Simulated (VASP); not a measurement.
Write the native input for VASP 6.6.1 that does the following.

| Item | Value |
| --- | --- |
| Task | single point |
| Functional | LDA |
| Potentials or basis | VASP PAW LDA potentials, release 64 (Cs_sv) |
| Cutoff | 520 eV |
| k mesh | 8 × 8 × 8 |
| Occupations | fermi-dirac, width 0.136057 eV |
| Spin | no spin polarisation |
| Dipole correction | no |
| Further INCAR settings | ALGO = Normal; EDIFF = 1e-07; NBANDS = 10 |

The structure of Cs lies in POSCAR:

```
Cs
1.0
    0.0000000000      3.6369018238      3.6369018238
    3.6369018238      0.0000000000      3.6369018238
    3.6369018238      3.6369018238      0.0000000000
Cs
1
Direct
    0.0000000000      0.0000000000      0.0000000000
```

One way to write it, as run:

INCAR

```
SYSTEM = Cs
PREC     = Accurate       ! precision mode
ENCUT    = 520            ! plane-wave cutoff, eV
EDIFF    = 1E-7           ! SCF threshold, eV
ISMEAR   = -1             ! smearing method
SIGMA    = 0.13605693000000002 ! smearing width, eV
LREAL    = .False.        ! projectors in reciprocal space
LASPH    = .True.         ! aspherical terms in the spheres
NELM     = 80             ! most SCF steps
ALGO     = Normal         ! electronic algorithm
ISIF     = 2              ! what is computed and relaxed
LWAVE    = .False.        ! write WAVECAR
LCHARG   = .False.        ! write CHGCAR
GGA      = CA             ! functional
NBANDS   = 10             ! bands
```

KPOINTS

```
regular mesh
0
Gamma
  8 8 8
  0 0 0
```

Potentials or basis: VASP PAW LDA potentials, release 64 (Cs_sv).

Command:

```bash
$ cat potpaw_LDA.64/Cs_sv/POTCAR > POTCAR
$ mpirun -np 1 vasp_std > vasp.out
```

It gave:

```
Pressure : 0.0 GPa
```

It took 12 s on 1 thread of AMD EPYC 9R45 96-Core Processor (Zen 5) (shared host), peak memory 0.16 GiB.
